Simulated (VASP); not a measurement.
**HBrO: single point with PBEsol**

Crystal: HBrO.

```
H Br O
1.0
     3.47971    0.00000    0.00000
     0.00000    3.47971    0.00000
     0.00000    0.00000    6.67978
H Br O
2 2 2
Direct
  0.00000 0.50000 0.17890
  0.50000 0.00000 0.82110
  0.00000 0.50000 0.61830
  0.50000 0.00000 0.38170
  0.00000 0.00000 0.00000
  0.50000 0.50000 0.00000
```

```json
{
 "Program": "VASP 6.6.1",
 "Task": "single point",
 "Functional": "PBEsol",
 "Potentials or basis": "VASP PAW PBE potentials, release 64 (H, Br, O)",
 "Cutoff": "520 eV",
 "k mesh": "10 × 10 × 5",
 "Occupations": "fermi-dirac, width 0.1 eV",
 "Spin": "no spin polarisation",
 "Dipole correction": "no",
 "k mesh for the DOS": "15 × 15 × 8",
 "Occupations for the DOS": "tetrahedron",
 "Further INCAR settings": "ALGO = Normal; EDIFF = 1e-06; NBANDS = 23"
}
```

| Quantity | Value |
| --- | --- |
| Valence electrons inside the program's atomic spheres | H 0.25; Br 4.66; O 4.60 |

Levels at points of the mesh, in eV from the Fermi level:
```csv
k point,band 12,band 13,band 14,band 15,band 16,band 17
"(0.00, 0.00, 0.00)",-0.51,0.16,0.16,0.16,0.39,0.39
"(0.00, 0.00, 0.50)",-0.66,0.34,0.34,0.34,0.34,1.76
```

Wall time 8 min on 1 thread of Intel Xeon 8259CL, on a shared host, peak memory 0.41 GiB.
